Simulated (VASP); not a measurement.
# NbAl2F3 (R-3m) in VASP: notebook

The runs below take NbAl2F3 through single point, relaxation of cell and atoms, with PBE.

All numbers are computed with VASP 6.6.1; they aren't measurements. Logs are shortened: lines on timing, memory, paths and dates and some standing lists are left out, and cuts for length are marked.

## 1. The cell of the first run

It takes space group R-3m (No. 166, trigonal). Conventional cell: a = 4.870 Å, b = 4.870 Å, c = 11.849 Å, α = 90.00°, β = 90.00°, γ = 120.00°. Within 3.7 Å of Al (site symmetry 3m) lie 9 F at 2.84 to 2.86 Å and 3 Nb at 2.86 Å and 4 Al at 2.91 to 3.00 Å. Nb (site symmetry -3m) has 6 F at 2.42 Å and 6 Al at 2.86 Å within 3.2 Å. F (site symmetry 2/m) has 2 Nb at 2.42 Å and 4 F at 2.44 Å and 6 Al at 2.84 to 2.86 Å within 3.2 Å.

The cell was generated, and may not be a known phase.

## 2. Single point, PBE

Contents of INCAR:

```
PREC     = Accurate       # precision mode
ENCUT    = 520            # plane-wave cutoff, eV
EDIFF    = 1E-6           # SCF threshold, eV
ISMEAR   = 0              # smearing method
SIGMA    = 0.1            # smearing width, eV
LREAL    = F              # projectors in reciprocal space
LASPH    = T              # aspherical terms in the spheres
NELM     = 100            # most SCF steps
ALGO     = Normal         # electronic algorithm
ISIF     = 2              # what is computed and relaxed
LWAVE    = F              # write WAVECAR
LCHARG   = T              # write CHGCAR
GGA      = PE             # functional
LELF     = T              # ELF
LVHAR    = T            
NBANDS   = 29             # bands
```

Contents of KPOINTS:

```
Automatic mesh
0
Gamma
  6 6 6
```

Contents of POSCAR:

```
NbAl2F3
1.0
    2.4351037800      1.4059078200      3.9496321700
   -2.4351037800      1.4059078200      3.9496321700
    0.0000000000     -2.8118156400      3.9496321700
Al Nb F
2 1 3
Direct
    0.6227269800      0.6227269800      0.6227269800
    0.3772730200      0.3772730200      0.3772730200
    0.0000000000      0.0000000000      0.0000000000
    0.0000000000      0.5000000000      0.0000000000
    0.5000000000      0.0000000000      0.0000000000
    0.0000000000      0.0000000000      0.5000000000
```

Potentials or basis: VASP PAW PBE potentials, release 64 (Al, Nb_sv, F).

On the command line:

```
> cat potpaw_PBE.64/Al/POTCAR potpaw_PBE.64/Nb_sv/POTCAR potpaw_PBE.64/F/POTCAR > POTCAR
> mpirun -np 1 vasp_std > vasp.out
```

OUTCAR:

```text
PREC = Accurate
   ENCUT = 520
   EDIFF = 1E-6
   ISMEAR = 0
   LREAL = F
   LASPH = T
   NELM = 100
   ISIF = 2
   GGA = PE

 ion  position               nearest neighbor table
   1  0.623  0.623  0.623-   3 2.86   3 2.86   3 2.86   2 2.91   2 3.00   2 3.00   2 3.00
   2  0.377  0.377  0.377-   3 2.86   3 2.86   3 2.86   1 2.91   1 3.00   1 3.00   1 3.00
   3  0.000  0.000  0.000-   6 2.42   6 2.42   4 2.42   5 2.42   4 2.42   5 2.42   2 2.86   1 2.86
                             2 2.86   1 2.86   2 2.86   1 2.86
   4  0.000  0.500  0.000-   3 2.42   3 2.42
   5  0.500  0.000  0.000-   3 2.42   3 2.42
   6  0.000  0.000  0.500-   3 2.42   3 2.42

  LATTYP: Found a trigonal (rhomboedric) cell.
 ALAT       =     4.8482885120
 COS(alpha) =     0.4954687936

  Lattice vectors:

 A1 = (   2.4351037800,   1.4059078200,   3.9496321700)
 A2 = (  -2.4351037800,   1.4059078200,   3.9496321700)
 A3 = (   0.0000000000,  -2.8118156400,   3.9496321700)

Analysis of symmetry for initial positions (statically):
=====================================================================
 Subroutine PRICEL returns:
 Original cell was already a primitive cell.

 Routine SETGRP: Setting up the symmetry group for a
 trigonal (rhombohedral) supercell.

 Subroutine GETGRP returns: Found 12 space group operations
 (whereof 12 operations were pure point group operations)
 out of a pool of 12 trial point group operations.

The static configuration has the point symmetry D_3d.

Analysis of symmetry for dynamics (positions and initial velocities):
=====================================================================
 Subroutine PRICEL returns:
 Original cell was already a primitive cell.

 Routine SETGRP: Setting up the symmetry group for a
 trigonal (rhombohedral) supercell.

 Subroutine GETGRP returns: Found 12 space group operations
 (whereof 12 operations were pure point group operations)
 out of a pool of 12 trial point group operations.

The dynamic configuration has the point symmetry D_3d.

 Subroutine INISYM returns: Found 12 space group operations
 (whereof 12 operations are pure point group operations),
 and found     1 'primitive' translations

----------------------------------------------------------------------------------------

                                     Primitive cell

  volume of cell :      81.1301

  direct lattice vectors                    reciprocal lattice vectors
     2.435103780  1.405907820  3.949632170     0.205330058  0.118547364  0.084396045
    -2.435103780  1.405907820  3.949632170    -0.205330058  0.118547364  0.084396045
     0.000000000 -2.811815640  3.949632170     0.000000000 -0.237094729  0.084396045

  length of vectors
     4.848288512  4.848288512  4.848288510     0.251667643  0.251667643  0.251667644

  position of ions in fractional coordinates (direct lattice)
     0.622726980  0.622726980  0.622726980
     0.377273020  0.377273020  0.377273020
     0.000000000  0.000000000  0.000000000
     1.000000000  0.500000000  0.000000000
     0.500000000  1.000000000  0.000000000
     0.000000000  0.000000000  0.500000000

  ion indices of the primitive-cell ions
   primitive index   ion index
                 1           1
                 2           2
                 3           3
                 4           4
                 5           5
                 6           6

----------------------------------------------------------------------------------------

 KPOINTS: Automatic mesh

Automatic generation of k-mesh.
 Grid dimensions read from file:
 generate k-points for:    6    6    6

 Generating k-lattice:

  Cartesian coordinates                     Fractional coordinates (reciprocal lattice)
     0.034221676  0.019757894  0.014066007     0.166666667 -0.000000000 -0.000000000
    -0.034221676  0.019757894  0.014066007    -0.000000000  0.166666667 -0.000000000
     0.000000000 -0.039515788  0.014066007    -0.000000000 -0.000000000  0.166666667

  Length of vectors
     0.041944607  0.041944607  0.041944607

  Shift w.r.t. Gamma in fractional coordinates (k-lattice)
     0.000000000  0.000000000  0.000000000

 Subroutine IBZKPT returns following result:
 ===========================================

 Found     32 irreducible k-points:

 Following reciprocal coordinates:
            Coordinates               Weight
  0.000000  0.000000  0.000000      1.000000
  0.166667  0.000000 -0.000000      6.000000
  0.333333 -0.000000  0.000000      6.000000
  0.500000  0.000000 -0.000000      3.000000
  0.166667  0.166667 -0.000000      6.000000
  0.333333  0.166667  0.000000     12.000000
[... 16 lines left out ...]
  0.500000  0.500000  0.166667      6.000000
 -0.333333  0.500000  0.166667     12.000000
 [... further k-points ...]
   k-points           NKPTS =     32   k-points in BZ     NKDIM =     32   number of bands    NBANDS=     29
   number of dos      NEDOS =    301   number of ions     NIONS =      6
   total plane-waves  NPLWV =  46656
   dimension x,y,z NGX =    36 NGY =   36 NGZ =   36
   dimension x,y,z NGXF=    72 NGYF=   72 NGZF=   72
   ions per type =               2   1   3
   NGX,Y,Z   is equivalent  to a cutoff of  12.34, 12.34, 12.34 a.u.
   NGXF,Y,Z  is equivalent  to a cutoff of  24.69, 24.69, 24.69 a.u.
 SYSTEM =  unknown system
   PREC   = accura    normal or accurate (medium, high low for compatibility)
   ISTART =      0    job   : 0-new  1-cont  2-samecut
   ICHARG =      2    charge: 1-file 2-atom 10-const
   ISPIN  =      1    spin polarized calculation?
   LNONCOLLINEAR =      F non collinear calculations
   LSORBIT =      F    spin-orbit coupling
   LASPH  =      T    aspherical Exc in radial PAW
   ENCUT  =  520.0 eV  38.22 Ry    6.18 a.u.   9.01  9.01  9.01*2*pi/ulx,y,z
   NELM   =    100;   NELMIN=  2; NELMDL= -5     # of ELM steps
   EDIFF  = 0.1E-05   stopping-criterion for ELM
   LREAL  =      F    real-space projection
   EDIFFG = 0.1E-04   stopping-criterion for IOM
   NSW    =      0    number of steps for IOM
   IBRION =     -1    ionic relax: 0-MD 1-quasi-New 2-CG
   NFREE  =      0    steps in history (QN), initial steepest desc. (CG)
   ISIF   =      2    stress and relaxation
   ISYM   =      2    0-nonsym 1-usesym 2-fastsym
   POTIM  = 0.5000    time-step for ionic-motion
   TEBEG  =    0.0;   TEEND  =   0.0 temperature during run
   PSTRESS=    0.0 pullay stress
   NELECT =      40.0000    total number of electrons
   NUPDOWN=      -1.0000    fix difference up-down
   EMIN   =  10.00;   EMAX   =-10.00  energy-range for DOS
   EFERMI =   0.00;   METHOD = LEGACY
   ISMEAR =     0;   SIGMA  =   0.10  broadening in eV -4-tet -1-fermi 0-gaus
   EFERMI_NEDOS =   21; number of points for ismear=-14 and -15
   IALGO  =     38    algorithm
   IMIX   =      4    mixing-type and parameters
     AMIX     =   0.40;   BMIX     =  1.00
     AMIX_MAG =   1.60;   BMIX_MAG =  1.00
  volume/ion in A,a.u.               =      13.52        91.25
  Fermi-wavevector in a.u.,A,eV,Ry     =   1.293304  2.443991 22.757598  1.672636
  Thomas-Fermi vector in A             =   2.424958
   LORBIT       =      0    0 simple, 1 ext, 2 COOP (PROOUT), +10 PAW based schemes
   GGA     = PE    functional components
   LHFCALC =     F    Hartree Fock is set to
   AEXX    =    0.0000 exact exchange contribution
   IVDW    =     0    specifies the selected vdW correction
   LEPSILON=     F    determine dielectric tensor
   LRPA    =     F    only Hartree local field effects (RPA)
 non-spin polarized calculation
 Gauss-broadening in eV      SIGMA  =   0.10
  energy-cutoff  :      520.00
  volume of cell :       81.13
 maximum number of plane-waves:      2208
   NGX = 17   NGY = 17   NGZ = 17

 number of electron      40.0000004 magnetization

 Free energy of the ion-electron system (eV)
  ---------------------------------------------------
  ext. energy  EPLUGINS =         0.00000000
  ---------------------------------------------------
  free energy    TOTEN  =       -29.78736415 eV

  energy without entropy =      -29.77379458  energy(sigma->0) =      -29.78057936

 E-fermi :   6.3770     XC(G=0): -10.6685

 val. band max:        6.3414019886   @ k =   0.0000   0.0000   0.0000
 cond. band min:       6.3920248976   @ k =  -0.1667   0.1667   0.0000
 fundamental gap:      0.0506229091
 Fermi energy:         6.3769735653

 k-point     1 :       0.0000    0.0000    0.0000
  band No.  band energies     occupation
      1     -49.5082      2.00000
      2     -25.8540      2.00000
      3     -25.3431      2.00000
      4     -25.3431      2.00000
      5     -17.5650      2.00000
      6     -16.5785      2.00000
[... 21 lines left out ...]
     28      11.4250      0.00000
     29      12.3264      0.00000

 k-point     2 :       0.1667    0.0000   -0.0000
  band No.  band energies     occupation
      1     -49.5082      2.00000
      2     -25.8576      2.00000
      3     -25.3467      2.00000
      4     -25.3434      2.00000
      5     -17.5027      2.00000
      6     -16.6248      2.00000
[... 21 lines left out ...]
     28      12.3112      0.00000
     29      12.5860      0.00000

 k-point     3 :       0.3333   -0.0000    0.0000
  band No.  band energies     occupation
      1     -49.5080      2.00000
      2     -25.8647      2.00000
      3     -25.3535      2.00000
      4     -25.3438      2.00000
      5     -17.3522      2.00000
      6     -16.7425      2.00000
[... 21 lines left out ...]
     28      13.1858      0.00000
     29      13.2646      0.00000

 k-point     4 :       0.5000    0.0000   -0.0000
  band No.  band energies     occupation
      1     -49.5080      2.00000
      2     -25.8683      2.00000
      3     -25.3569      2.00000
      4     -25.3440      2.00000
      5     -17.2475      2.00000
      6     -16.8305      2.00000
[... 597 lines left out ...]
     28      12.9417      0.00000
     29      13.1275      0.00000

 k-point    23 :       0.5000    0.5000    0.1667
  band No.  band energies     occupation
      1     -49.5078      2.00000
      2     -25.8874      2.00000
      3     -25.3560      2.00000
      4     -25.3528      2.00000
      5     -17.2264      2.00000
      6     -16.7741      2.00000
[... 21 lines left out ...]
     28      13.1959      0.00000
     29      13.5824      0.00000

 k-point    24 :      -0.3333    0.5000    0.1667
  band No.  band energies     occupation
      1     -49.5078      2.00000
      2     -25.8833      2.00000
      3     -25.3557      2.00000
      4     -25.3529      2.00000
      5     -17.1184      2.00000
      6     -16.9044      2.00000
[... 21 lines left out ...]
     28      12.9934      0.00000
     29      13.3703      0.00000

 [... further k-points ...]

------------------------ aborting loop because EDIFF is reached ----------------------------------------

  FORCE on cell =-STRESS in cart. coord.  units (eV):
  Direction    XX          YY          ZZ          XY          YZ          ZX
  --------------------------------------------------------------------------------------
  -------------------------------------------------------------------------------------
  Total        1.2699022      1.2699022    -10.3055372      0.0000000     -0.0000000      0.0000000
  in kB       25.0783304     25.0783303   -203.5162045      0.0000000     -0.0000000      0.0000000
  external PRESSURE =     -51.1198479 kB  Pullay stress =       0.0000000 kB

 VOLUME and BASIS-vectors are now :
 -----------------------------------------------------------------------------
  energy-cutoff  :      520.00
  volume of cell :       81.13
      direct lattice vectors                 reciprocal lattice vectors
     2.435103780  1.405907820  3.949632170     0.205330058  0.118547364  0.084396045
    -2.435103780  1.405907820  3.949632170    -0.205330058  0.118547364  0.084396045
     0.000000000 -2.811815640  3.949632170     0.000000000 -0.237094729  0.084396045

 POSITION                                       TOTAL-FORCE (eV/Angst)
 -----------------------------------------------------------------------------------
      0.00000      0.00000      7.37863        -0.000000      0.000000      0.557368
      0.00000      0.00000      4.47027        -0.000000     -0.000000     -0.557368
      0.00000      0.00000      0.00000        -0.000000      0.000000      0.000000
     -1.21755      0.70295      1.97482        -0.000000      0.000000      0.000000
      1.21755      0.70295      1.97482         0.000000      0.000000      0.000000
      0.00000     -1.40591      1.97482         0.000000      0.000000      0.000000
 -----------------------------------------------------------------------------------
    total drift:                               -0.000000      0.000000     -0.000000

  FREE ENERGIE OF THE ION-ELECTRON SYSTEM (eV)
  ---------------------------------------------------
  free  energy   TOTEN  =       -29.7873641495 eV

  energy  without entropy=      -29.7737945762  energy(sigma->0) =      -29.78057936
```

Run time: 1.9 min. Hardware: 1 thread of AMD EPYC 9755, shared host; peak memory 0.21 GiB.

What came out:

```
Free energy            : -29.7874 eV
Pressure               : -5.1 GPa
Largest force          : 0.557 eV/Å
Band gap on the k mesh : zero (bands 20 and 21 overlap by 0.22 eV)
```

Forces in eV/Å, atoms in the order of the input:
```
Al   0.000  0.000  0.557
Al   0.000  0.000 -0.557
Nb   0.000  0.000  0.000
F    0.000  0.000  0.000
F    0.000  0.000  0.000
F    0.000  0.000  0.000
```

Levels at points of the mesh, in eV from the Fermi level:
```
           k point  band 16  band 17  band 18  band 19  band 20  band 21  band 22  band 23  band 24  band 25
(0.00, 0.00, 0.00)    -2.86    -2.86    -2.18    -2.18    -0.04     0.63     0.63     1.15     2.12     4.00
(0.50, 0.00, 0.00)    -4.26    -2.94    -2.72    -1.11    -0.28     0.80     0.83     1.09     1.57     3.08
(0.50, 0.50, 0.00)    -2.93    -2.62    -2.46    -0.78    -0.42     0.39     0.40     1.49     2.54     3.40
(0.50, 0.50, 0.50)    -2.87    -2.84    -2.84    -0.99    -0.99     2.51     2.51     2.84     2.85     3.19
```

Caveat: the stress differs along the axes, from -20 to 3 GPa.

## 3. Single point, PBE

Contents of INCAR:

```
  ALGO = Normal
  EDIFF = 1E-6
  ENCUT = 520
  GGA = PE
  ISIF = 2
  ISMEAR = 0
  LASPH = True
  LCHARG = False
  LREAL = False
  LWAVE = False
  NBANDS = 29
  NELM = 80
  PREC = Accurate
  SIGMA = 0.1
```

Contents of KPOINTS:

```
k-points
0
Gamma
  6 6 6
```

Contents of POSCAR:

```
NbAl2F3
1.0
    2.4402544845      1.4088815835      3.9315966402
   -2.4402544845      1.4088815835      3.9315966402
    0.0000000000     -2.8177631670      3.9315966402
Al Nb F
2 1 3
Direct
    0.7033951741      0.7033951741      0.7033951741
    0.2966048259      0.2966048259      0.2966048259
    0.0000000000      0.0000000000      0.0000000000
    0.0000000000      0.5000000000      0.0000000000
    0.5000000000      0.0000000000      0.0000000000
    0.0000000000      0.0000000000      0.5000000000
```

Potentials or basis: VASP PAW PBE potentials, release 64 (Al, Nb_sv, F).

On the command line:

```
> cat potpaw_PBE.64/Al/POTCAR potpaw_PBE.64/Nb_sv/POTCAR potpaw_PBE.64/F/POTCAR > POTCAR
> mpirun -np 1 vasp_std > vasp.out
```

It took 91 s on 1 thread of AMD EPYC 9755, shared host; peak memory 0.2 GiB.

Results (log left out):

```
Free energy            : -31.7941 eV
Pressure               : 0.1 GPa
Largest force          : 0.005 eV/Å
Band gap on the k mesh : zero (bands 20 and 21 overlap by 1.11 eV)
```

Forces on the atoms (eV/Å):
```
Al   0.000  0.000 -0.005
Al   0.000  0.000  0.005
Nb   0.000  0.000  0.000
F    0.000  0.000  0.000
F    0.000  0.000  0.000
F    0.000  0.000  0.000
```

Stress tensor (GPa, compression positive):
```
 0.14  0.00  0.00
 0.00  0.14  0.00
 0.00  0.00 -0.02
```

Levels at points of the mesh, in eV from the Fermi level:
| k point | band 17 | band 18 | band 19 | band 20 | band 21 | band 22 | band 23 | band 24 |
| --- | --- | --- | --- | --- | --- | --- | --- | --- |
| (0.00, 0.00, 0.00) | -5.86 | -2.66 | -2.66 | -0.08 | -0.08 | 0.23 | 1.42 | 4.06 |
| (0.50, 0.00, 0.00) | -4.87 | -3.83 | -1.27 | -0.78 | 0.10 | 0.19 | 0.22 | 2.25 |
| (0.50, 0.50, 0.00) | -3.75 | -3.35 | -1.43 | -0.62 | -0.38 | 0.15 | 1.56 | 2.32 |
| (0.50, 0.50, 0.50) | -4.58 | -1.62 | -1.62 | 0.09 | 1.18 | 1.58 | 1.58 | 1.99 |

[end of part 1 of 2]

The gap in the log of VASP goes by the Fermi energy; the results here count the filled bands.